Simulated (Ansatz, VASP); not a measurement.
# Two plane-wave programs on CuH8

File INCAR:

```
SYSTEM = CuH8
ALGO = Normal
EDIFF = 1E-7
EDIFFG = -0.04
ENCUT = 600
GGA = PE
IBRION = 2
ISIF = 3
ISMEAR = 0
LASPH = .True.
LCHARG = .False.
LREAL = .False.
LWAVE = .False.
NELM = 80
NSW = 90
PREC = Accurate
SIGMA = 0.1
```

File KPOINTS:

```
k-points
0
Gamma
  4 4 4
  0 0 0
```

POSCAR

```
CuH8
1.0
    3.2008147339     -3.2779034409      0.0000000000
    3.2008147339      3.2779034409      0.0000000000
   -0.2034304407      0.0000000000      4.3588106418
Cu H
1 8
Direct
    0.5000000000      0.5000000000      0.5000000000
    0.9435792959      0.9435792959      0.9723086494
    0.0564207041      0.0564207041      0.0276913506
    0.5014934736      0.5014934736      0.9002400207
    0.4985065264      0.4985065264      0.0997599793
    0.5003195873      0.9098075717      0.5011219779
    0.0901924283      0.4996804127      0.4988780221
    0.4996804127      0.0901924283      0.4988780221
    0.9098075717      0.5003195873      0.5011219779
```

Input for Ansatz:

```yaml
crystal:
  lattice:
    - [3.2008147339, -3.2779034409, 0.0]
    - [3.2008147339, 3.2779034409, 0.0]
    - [-0.2034304407, 0.0, 4.3588106418]
  atoms:
    - { symbol: Cu, position: [0.5, 0.5, 0.5] }
    - { symbol: H, position: [0.9435792959, 0.9435792959, 0.9723086494] }
    - { symbol: H, position: [0.0564207041, 0.0564207041, 0.0276913506] }
    - { symbol: H, position: [0.5014934736, 0.5014934736, 0.9002400207] }
    - { symbol: H, position: [0.4985065264, 0.4985065264, 0.0997599793] }
    - { symbol: H, position: [0.5003195873, 0.9098075717, 0.5011219779] }
    - { symbol: H, position: [0.0901924283, 0.4996804127, 0.4988780221] }
    - { symbol: H, position: [0.4996804127, 0.0901924283, 0.4988780221] }
    - { symbol: H, position: [0.9098075717, 0.5003195873, 0.5011219779] }
basis:
  ecutwfc: 420
kpoints:
  mp_grid: { grid: [4, 4, 4] }
hamiltonian:
  xc: pbe
scf:
  occupations: { method: gaussian, width: 0.1 }
  lower_state_search: "off"
output:
  forces: true
  stress: true
  eigenvalues: true
relax:
  adjacent_minimum: "off"
  f_tol: 0.04
  max_steps: 70
  cell: { stress_tol: 0.4 }
```

Change from the starting cell: species swapped into the LiO8 type (C2, No. 5).

Alike in both runs: task relaxation of cell and atoms; functional PBE; k mesh 4 × 4 × 4; occupations gaussian, width 0.1 eV; no spin polarisation.

|  | VASP | Ansatz |
| --- | --- | --- |
| version | VASP 6.6.1 | Ansatz 0.2.0 |
| potentials or method | VASP PAW PBE potentials, release 64 (Cu, H), cutoff 600 eV | scalar-relativistic, plane waves, PAW |
| valence electrons in the cell | 19 | 27 |

Ansatz gave:

```
gap on the k mesh at the Fermi level, each at its own relaxed structure (eV) : none
relaxed volume (Å³/atom)                                                     : 10.14
relaxed cell length with the largest relative difference (Å)                 : 4.577
```

**Question.** Estimate VASP's values.

**Answer.** gap on the k mesh at the Fermi level, each at its own relaxed structure (eV): none; relaxed volume (Å³/atom): 10.16; relaxed cell length with the largest relative difference (Å): 4.580.

A gap of «none» marks a metal or a gap that the smearing closes. VASP's potentials hold 19 valence electrons a cell and Ansatz's 27, so a difference there can come from the potentials and not from the codes.

The k mesh is coarse, so the values compare programs but aren't converged.
